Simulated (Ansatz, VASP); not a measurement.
BaMn2: VASP beside Ansatz

```
Ba Mn
1.0
     0.00000    4.00554    4.00554
     4.00554    0.00000    4.00554
     4.00554    4.00554    0.00000
Ba Mn
2 4
Cartesian
  0.0000 0.0000 0.0000
  2.0028 2.0028 2.0028
  5.0069 5.0069 5.0069
  5.0069 3.0042 3.0042
  3.0042 3.0042 5.0069
  3.0042 5.0069 3.0042
```

Alike in both runs: task single point; functional PBE; k mesh 4 × 4 × 4; occupations gaussian, width 0.1 eV; collinear spin.

```csv
,VASP,Ansatz
version,VASP 6.6.1,Ansatz 0.2.0
potentials or method,"VASP PAW PBE potentials, release 64 (Ba_sv, Mn_pv), cutoff 520 eV","scalar-relativistic, plane waves, PAW"
valence electrons in the cell,72,80
```

VASP gave:

* gap on the k mesh at the Fermi level (eV): none
* pressure (GPa): 4.1
* net moment per atom (μB): 2.22
* size of the moment on the site where the two differ most (μB): 0.15

**Question.** What did Ansatz give for the same quantities?

**Answer.** gap on the k mesh at the Fermi level (eV): none; pressure (GPa): 2.9; net moment per atom (μB): 2.22; size of the moment on the site where the two differ most (μB): 0.12.

Site moments also hang on the region over which each program counts them. A gap of «none» marks a metal or a gap that the smearing closes. VASP's potentials hold 72 valence electrons a cell and Ansatz's 80, so a difference there can come from the potentials and not from the codes.

Spin-orbit coupling is off throughout.
